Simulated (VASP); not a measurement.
Set up this calculation in VASP 6.6.1, as the native input.

```yaml
Task: single point
Functional: r2SCAN
Potentials_or_basis: VASP PAW PBE potentials, release 64 (Zn, Cu)
Cutoff: 520 eV
k_mesh: 11 × 11 × 11
Occupations: fermi-dirac, width 0.1 eV
Spin: no spin polarisation
Dipole_correction: no
Further_INCAR_settings: ALGO = Normal; EDIFF = 1e-06; NBANDS = 18
```

Crystal: ZnCu.

```xyz
2
Lattice="2.9193 0.0000 0.0000 0.0000 2.9193 0.0000 0.0000 0.0000 2.9193" Properties=species:S:1:pos:R:3 pbc="T T T"
Zn    1.4597    1.4597    1.4597
Cu    0.0000    0.0000    0.0000
```

One way to write it, as run:

POSCAR

```
ZnCu
1.0
    2.9193106611      0.0000000000      0.0000000000
    0.0000000000      2.9193106611      0.0000000000
    0.0000000000      0.0000000000      2.9193106611
Zn Cu
1 1
Direct
    0.5000000000      0.5000000000      0.5000000000
    0.0000000000      0.0000000000      0.0000000000
```

INCAR.step1

```
PREC = Accurate
ENCUT = 520
ISMEAR = -1
SIGMA = 0.1
LREAL = F
LASPH = T
NELM = 80
NBANDS = 18
GGA = PE
ALGO = Normal
EDIFF = 1E-4
LWAVE = T
LCHARG = F
```

INCAR.step2

```
PREC = Accurate
ENCUT = 520
EDIFF = 1E-6
ISMEAR = -1
SIGMA = 0.1
LREAL = F
LASPH = T
NELM = 80
ALGO = Normal
ISIF = 2
LWAVE = F
LCHARG = F
METAGGA = R2SCAN
LMIXTAU = T
NBANDS = 18
ISTART = 1
```

KPOINTS

```
Automatic mesh
0
Gamma
  11 11 11
```

Potentials or basis: VASP PAW PBE potentials, release 64 (Zn, Cu).

Launch:

```console
$ cat potpaw_PBE.64/Zn/POTCAR potpaw_PBE.64/Cu/POTCAR > POTCAR
$ cp INCAR.step1 INCAR
$ mpirun -np 1 vasp_std > vasp.out
$ cp INCAR.step2 INCAR
$ mpirun -np 1 vasp_std > vasp.out
```

It gave:

```yaml
Pressure: 0.5 GPa
```

Caveat: the PAW data sets were made with another functional, which shifts forces and pressure a little.

It took 49 s on 1 thread of Intel(R) Xeon(R) Platinum 8488C (Sapphire Rapids) (shared host), peak memory 0.15 GiB.
